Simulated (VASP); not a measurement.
Wanted: the native input for a VASP 6.6.1 run.

```yaml
Task: single point
Functional: PBE
Potentials_or_basis: VASP PAW PBE potentials, release 64 (Ru_pv)
Cutoff: 520 eV
k_mesh: 21 × 21 × 12
Occupations: gaussian, width 0.15 eV
Spin: no spin polarisation
Dipole_correction: no
Further_INCAR_settings: ALGO = Fast; EDIFF = 1e-06; NBANDS = 21
```

The structure of Ru lies in POSCAR:

```
Ru
1.0
    2.7937381495      0.0000000000      0.0000000000
   -1.3968690748      2.4194482090      0.0000000000
    0.0000000000      0.0000000000      3.9092777926
Ru
2
Direct
    0.3333333333      0.6666666667      0.2500000000
    0.6666666667      0.3333333333      0.7500000000
```

These files were run (other wordings do the same):

INCAR

```
ALGO = Fast
EDIFF = 1E-6
ENCUT = 520
GGA = PE
ISIF = 2
ISMEAR = 0
LASPH = True
LCHARG = False
LREAL = False
LWAVE = False
NBANDS = 21
NELM = 100
PREC = Accurate
SIGMA = 0.15
```

KPOINTS

```
k-points
0
Gamma
  21 21 12
```

Potentials or basis: VASP PAW PBE potentials, release 64 (Ru_pv).

Launch:

```sh
$ cat potpaw_PBE.64/Ru_pv/POTCAR > POTCAR
$ mpirun -np 1 vasp_std > vasp.out
```

It gave:

```json
{"Pressure": "21.5 GPa", "Band gap on the k mesh": "zero (bands 14 and 15 overlap by 2.99 eV)"}
```

Caveat: the stress differs along the axes, from 3 to 57 GPa.

It took 2.1 min on 1 thread of Intel(R) Xeon(R) Platinum 8259CL CPU @ 2.50GHz (Skylake/Cascade Lake), with other jobs on the host, peak memory 0.26 GiB.
